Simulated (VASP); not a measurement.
# Mg9O8 (a cell with a defect) in VASP: a series of runs

The runs below take Mg9O8 (a cell with a defect) through single point, with PBE.

Everything below comes from runs of VASP 6.6.1. Logs are shortened: lines on timing, memory, paths and dates and some standing lists are left out, and cuts for length are marked.

### 1 The cell of the first run

The cell holds a defect, 17 atoms: a = 5.678 Å, b = 5.678 Å, c = 5.678 Å, α = 60.00°, β = 60.00°, γ = 60.00°.

### 2 Single point, PBE

Input file INCAR:

```
SYSTEM = Mg9O8
PREC = Accurate
ENCUT = 520
EDIFF = 1E-6
ISMEAR = 0
SIGMA = 0.02
LREAL = Auto
LASPH = .TRUE.
NELM = 60
ALGO = Normal
ISIF = 2
LWAVE = .FALSE.
LCHARG = .FALSE.
GGA = PE
NBANDS = 47
```

Input file KPOINTS:

```
regular mesh
0
G
  3 3 3
  0 0 0
```

Input file POSCAR:

```
Mg9O8
1.0
    0.0000000000      4.0150000000      4.0150000000
    4.0150000000      0.0000000000      4.0150000000
    4.0150000000      4.0150000000      0.0000000000
Mg O
9 8
Direct
    0.0221092473      0.0210769673      0.0204553090
    0.0223727412      0.0214895615      0.4339279470
    0.0220614063      0.4355000067      0.0205522966
    0.0018745865      0.4992363756      0.4988888010
    0.4364660015      0.0211038811      0.0204652508
    0.5002207279      0.0008898775      0.4988654266
    0.5000054266      0.4989885614      0.0012013492
    0.5002121014      0.4992459629      0.4988939864
    0.8760310539      0.8750084987      0.8730333496
    0.2601747475      0.2591652954      0.2589271775
    0.2602111753      0.2593356288      0.7204160265
    0.2601331605      0.7209227506      0.2590015151
    0.2631547849      0.7451628434      0.7457952876
    0.7219564898      0.2591590557      0.2588997937
    0.7461700928      0.2621330525      0.7457870514
    0.7468803595      0.7459121874      0.2605870185
    0.7461061972      0.7451195937      0.7457412135
```

Potentials or basis: VASP PAW PBE potentials, release 64 (Mg, O).

Launch:

```
> cat potpaw_PBE.64/Mg/POTCAR potpaw_PBE.64/O/POTCAR > POTCAR
> mpirun -np 1 vasp_std > vasp.out
```

OUTCAR:

```text
SYSTEM = Mg9O8
   PREC = Accurate
   ENCUT = 520
   EDIFF = 1E-6
   ISMEAR = 0
   LREAL = Auto
   LASPH = .TRUE.
   NELM = 60
   ISIF = 2
   GGA = PE

 ion  position               nearest neighbor table
   1  0.022  0.021  0.020-  11 1.94  14 1.95  12 1.95   9 2.04  16 2.22  13 2.22  15 2.22   2 2.35
                             5 2.35   3 2.35   6 2.85   4 2.85   7 2.85   7 2.85   4 2.86   6 2.86
   2  0.022  0.021  0.434-  14 1.94  10 1.94  12 1.94   9 2.04  15 2.23  17 2.23  13 2.23   3 2.35
                             5 2.35   1 2.35   8 2.85   4 2.85   6 2.85   6 2.86   4 2.86   8 2.86
   3  0.022  0.436  0.021-  11 1.94  14 1.94  10 1.95   9 2.04  16 2.22  13 2.22  17 2.22   2 2.35
                             5 2.35   1 2.35   4 2.85   8 2.85   7 2.85   7 2.85   8 2.85   4 2.86
   4  0.002  0.499  0.499-  11 1.93  12 1.93  10 1.93  17 1.98  15 1.98  16 1.98   7 2.83   8 2.83
                             6 2.83   6 2.85   8 2.85   7 2.85   1 2.85   3 2.85   2 2.85   3 2.86
   5  0.436  0.021  0.020-  11 1.94  12 1.95  10 1.95   9 2.04  16 2.22  17 2.22  15 2.22   2 2.35
                             1 2.35   3 2.35   6 2.85   8 2.85   7 2.85   7 2.85   8 2.86   6 2.86
   6  0.500  0.001  0.499-  10 1.93  14 1.93  11 1.93  17 1.98  13 1.98  16 1.98   7 2.83   4 2.83
                             8 2.83   8 2.85   4 2.85   7 2.85   5 2.85   1 2.85   2 2.85   2 2.86
   7  0.500  0.499  0.001-  14 1.93  10 1.93  12 1.93  17 1.98  13 1.98  15 1.98   6 2.83   4 2.83
                             8 2.83   8 2.85   4 2.85   6 2.85   5 2.85   3 2.85   1 2.85   1 2.85
   8  0.500  0.499  0.499-  11 1.93  12 1.93  14 1.93  13 1.98  15 1.98  16 1.98   7 2.83   4 2.83
                             6 2.83   6 2.85   4 2.85   7 2.85   5 2.85   3 2.85   2 2.85   3 2.85
   9  0.876  0.875  0.873-  17 1.79  13 1.79  15 1.79  16 1.80   2 2.04   3 2.04   5 2.04   1 2.04
                             4 3.33   6 3.33   8 3.33   8 3.33   6 3.33   4 3.33   7 3.33   7 3.33
  10  0.260  0.259  0.259-   7 1.93   6 1.93   4 1.93   2 1.94   3 1.95   5 1.95
  11  0.260  0.259  0.720-   4 1.93   8 1.93   6 1.93   5 1.94   3 1.94   1 1.94
  12  0.260  0.721  0.259-   7 1.93   4 1.93   8 1.93   2 1.94   5 1.95   1 1.95
  13  0.263  0.745  0.746-   9 1.79   7 1.98   6 1.98   8 1.98   1 2.22   3 2.22   2 2.23
  14  0.722  0.259  0.259-   7 1.93   6 1.93   8 1.93   2 1.94   3 1.94   1 1.95
  15  0.746  0.262  0.746-   9 1.79   7 1.98   4 1.98   8 1.98   1 2.22   5 2.22   2 2.23
  16  0.747  0.746  0.261-   9 1.80   6 1.98   4 1.98   8 1.98   1 2.22   3 2.22   5 2.22
  17  0.746  0.745  0.746-   9 1.79   7 1.98   4 1.98   6 1.98   5 2.22   3 2.22   2 2.23

  LATTYP: Found a face centered cubic cell.
 ALAT       =     8.0300000000

  Lattice vectors:

 A1 = (   0.0000000000,   4.0150000000,   4.0150000000)
 A2 = (   4.0150000000,   0.0000000000,   4.0150000000)
 A3 = (   4.0150000000,   4.0150000000,   0.0000000000)

Analysis of symmetry for initial positions (statically):
=====================================================================
 Subroutine PRICEL returns:
 Original cell was already a primitive cell.

 Routine SETGRP: Setting up the symmetry group for a
 face centered cubic supercell.

 Subroutine GETGRP returns: Found  1 space group operations
 (whereof  1 operations were pure point group operations)
 out of a pool of 48 trial point group operations.

The static configuration has the point symmetry C_1 .

Analysis of symmetry for dynamics (positions and initial velocities):
=====================================================================
 Subroutine PRICEL returns:
 Original cell was already a primitive cell.

 Routine SETGRP: Setting up the symmetry group for a
 face centered cubic supercell.

 Subroutine GETGRP returns: Found  1 space group operations
 (whereof  1 operations were pure point group operations)
 out of a pool of 48 trial point group operations.

The dynamic configuration has the point symmetry C_1 .

 Subroutine INISYM returns: Found  1 space group operations
 (whereof  1 operations are pure point group operations),
 and found     1 'primitive' translations

----------------------------------------------------------------------------------------

                                     Primitive cell

  volume of cell :     129.4454

  direct lattice vectors                    reciprocal lattice vectors
     0.000000000  4.015000000  4.015000000    -0.124533001  0.124533001  0.124533001
     4.015000000  0.000000000  4.015000000     0.124533001 -0.124533001  0.124533001
     4.015000000  4.015000000  0.000000000     0.124533001  0.124533001 -0.124533001

  length of vectors
     5.678067453  5.678067453  5.678067453     0.215697485  0.215697485  0.215697485

  position of ions in fractional coordinates (direct lattice)
     0.022109247  0.021076967  0.020455309
[... 57 lines left out ...]

 Subroutine IBZKPT returns following result:
 ===========================================

 Found     14 irreducible k-points:

 Following reciprocal coordinates:
            Coordinates               Weight
  0.000000  0.000000  0.000000      1.000000
  0.333333  0.000000  0.000000      2.000000
  0.000000  0.333333  0.000000      2.000000
  0.000000  0.000000  0.333333      2.000000
  0.333333  0.333333  0.333333      2.000000
  0.333333  0.333333  0.000000      2.000000
  0.000000  0.333333  0.333333      2.000000
  0.333333  0.000000  0.333333      2.000000
 -0.333333  0.333333  0.000000      2.000000
  0.000000 -0.333333  0.333333      2.000000
  0.333333  0.000000 -0.333333      2.000000
  0.333333  0.333333 -0.333333      2.000000
 -0.333333  0.333333 -0.333333      2.000000
  0.333333 -0.333333 -0.333333      2.000000
   k-points           NKPTS =     14   k-points in BZ     NKDIM =     14   number of bands    NBANDS=     47
   number of dos      NEDOS =    301   number of ions     NIONS =     17
   total plane-waves  NPLWV =  74088
   dimension x,y,z NGX =    42 NGY =   42 NGZ =   42
   dimension x,y,z NGXF=    84 NGYF=   84 NGZF=   84
   ions per type =               9   8
   NGX,Y,Z   is equivalent  to a cutoff of  12.30, 12.30, 12.30 a.u.
   NGXF,Y,Z  is equivalent  to a cutoff of  24.59, 24.59, 24.59 a.u.
 SYSTEM =  Mg9O8
   PREC   = accura    normal or accurate (medium, high low for compatibility)
   ISTART =      0    job   : 0-new  1-cont  2-samecut
   ICHARG =      2    charge: 1-file 2-atom 10-const
   ISPIN  =      1    spin polarized calculation?
   LNONCOLLINEAR =      F non collinear calculations
   LSORBIT =      F    spin-orbit coupling
   LASPH  =      T    aspherical Exc in radial PAW
   ENCUT  =  520.0 eV  38.22 Ry    6.18 a.u.  10.56 10.56 10.56*2*pi/ulx,y,z
   NELM   =     60;   NELMIN=  2; NELMDL= -5     # of ELM steps
   EDIFF  = 0.1E-05   stopping-criterion for ELM
   LREAL  =      T    real-space projection
   EDIFFG = 0.1E-04   stopping-criterion for IOM
   NSW    =      0    number of steps for IOM
   IBRION =     -1    ionic relax: 0-MD 1-quasi-New 2-CG
   NFREE  =      0    steps in history (QN), initial steepest desc. (CG)
   ISIF   =      2    stress and relaxation
   ISYM   =      2    0-nonsym 1-usesym 2-fastsym
   POTIM  = 0.5000    time-step for ionic-motion
   TEBEG  =    0.0;   TEEND  =   0.0 temperature during run
   PSTRESS=    0.0 pullay stress
   NELECT =      66.0000    total number of electrons
   NUPDOWN=      -1.0000    fix difference up-down
   EMIN   =  10.00;   EMAX   =-10.00  energy-range for DOS
   EFERMI =   0.00;   METHOD = LEGACY
   ISMEAR =     0;   SIGMA  =   0.02  broadening in eV -4-tet -1-fermi 0-gaus
   EFERMI_NEDOS =   21; number of points for ismear=-14 and -15
   IALGO  =     38    algorithm
   IMIX   =      4    mixing-type and parameters
     AMIX     =   0.40;   BMIX     =  1.00
     AMIX_MAG =   1.60;   BMIX_MAG =  1.00
  volume/ion in A,a.u.               =       7.61        51.38
  Fermi-wavevector in a.u.,A,eV,Ry     =   1.307858  2.471493 23.272664  1.710493
  Thomas-Fermi vector in A             =   2.438564
   LORBIT       =      0    0 simple, 1 ext, 2 COOP (PROOUT), +10 PAW based schemes
   GGA     = PE    functional components
   LHFCALC =     F    Hartree Fock is set to
   AEXX    =    0.0000 exact exchange contribution
   IVDW    =     0    specifies the selected vdW correction
   LEPSILON=     F    determine dielectric tensor
   LRPA    =     F    only Hartree local field effects (RPA)
 non-spin polarized calculation
 Gauss-broadening in eV      SIGMA  =   0.02
  energy-cutoff  :      520.00
  volume of cell :      129.45
 maximum number of plane-waves:      3498
 NGX is ok and might be reduce to    42
   NGX = 21   NGY = 21   NGZ = 21

 number of electron      65.9999996 magnetization

 Free energy of the ion-electron system (eV)
  ---------------------------------------------------
  ext. energy  EPLUGINS =         0.00000000
  ---------------------------------------------------
  free energy    TOTEN  =       -73.71325043 eV

  energy without entropy =      -73.70929468  energy(sigma->0) =      -73.71127255

 E-fermi :  12.8936     XC(G=0): -12.1549

 val. band max:       12.7849147722   @ k =   0.3333   0.3333   0.3333
 cond. band min:      12.9010409883   @ k =   0.3333  -0.3333  -0.3333
 fundamental gap:      0.1161262161
 Fermi energy:        12.8936233203

 k-point     1 :       0.0000    0.0000    0.0000
  band No.  band energies     occupation
      1     -13.3047      2.00000
      2     -11.7017      2.00000
      3     -11.6934      2.00000
      4     -11.6928      2.00000
      5     -11.5681      2.00000
      6     -11.0909      2.00000
[... 661 lines left out ...]
     44      16.7031      0.00000
     45      17.1298      0.00000
 [bands above 45 left out]

------------------------ aborting loop because EDIFF is reached ----------------------------------------

  FORCE on cell =-STRESS in cart. coord.  units (eV):
  Direction    XX          YY          ZZ          XY          YZ          ZX
  --------------------------------------------------------------------------------------
  -------------------------------------------------------------------------------------
  Total       73.5197512     73.5515697     73.5481201      0.0298131     -0.0399417     -0.0312521
  in kB      909.9718689    910.3656937    910.3229979      0.3690041     -0.4943684     -0.3868153
  external PRESSURE =     910.2201868 kB  Pullay stress =       0.0000000 kB

 VOLUME and BASIS-vectors are now :
 -----------------------------------------------------------------------------
  energy-cutoff  :      520.00
  volume of cell :      129.45
      direct lattice vectors                 reciprocal lattice vectors
     0.000000000  4.015000000  4.015000000    -0.124533001  0.124533001  0.124533001
     4.015000000  0.000000000  4.015000000     0.124533001 -0.124533001  0.124533001
     4.015000000  4.015000000  0.000000000     0.124533001  0.124533001 -0.124533001

 POSITION                                       TOTAL-FORCE (eV/Angst)
 -----------------------------------------------------------------------------------
      0.16675      0.17090      0.17339        -0.013179     -0.013420     -0.015624
      1.82850      1.83205      0.17611         0.012696      0.018220     -0.016605
      1.83105      0.17109      1.83711         0.010951     -0.012816      0.014436
      4.00747      2.01057      2.01196        -0.006861      0.005620      0.004828
      0.16690      1.83458      1.83714        -0.012715      0.017180      0.014444
      2.00652      4.01133      2.01196         0.010332     -0.006829      0.006487
[... 9 lines left out ...]
      4.04109      4.04498      5.99356         0.035995      0.036406     -0.036568
      5.98581      5.98977      5.98727        -0.032830     -0.035951     -0.033743
 -----------------------------------------------------------------------------------
    total drift:                               -0.007856     -0.007621      0.005433

  FREE ENERGIE OF THE ION-ELECTRON SYSTEM (eV)
  ---------------------------------------------------
  free  energy   TOTEN  =       -73.7132504306 eV

  energy  without entropy=      -73.7092946750  energy(sigma->0) =      -73.71127255
```

Run time: 2.3 min. Hardware: 1 thread of AMD EPYC 9R14 (Zen 4), shared host; peak memory 0.24 GiB.

What came out:

```
Free energy            : -73.7133 eV
Pressure               : 91.0 GPa
Largest force          : 0.063 eV/Å
Band gap on the k mesh : zero (band 33 reaches 12.91 eV, above the bottom of band 34 at 12.35 eV)
```

Forces on the atoms (eV/Å):
```
Mg  -0.013 -0.013 -0.016
Mg   0.013  0.018 -0.017
Mg   0.011 -0.013  0.014
Mg  -0.007  0.006  0.005
Mg  -0.013  0.017  0.014
Mg   0.010 -0.007  0.006
Mg   0.007  0.005 -0.005
Mg  -0.007 -0.006 -0.006
Mg  -0.001 -0.003  0.001
O   -0.017 -0.018 -0.020
O    0.011  0.018 -0.015
O    0.015 -0.019  0.020
O   -0.034  0.034  0.037
O   -0.013  0.018  0.016
O    0.035 -0.037  0.035
O    0.036  0.036 -0.037
O   -0.033 -0.036 -0.034
```

Caveat: the k points lie up to 0.45 Å⁻¹ apart.

[end of part 1 of 2]
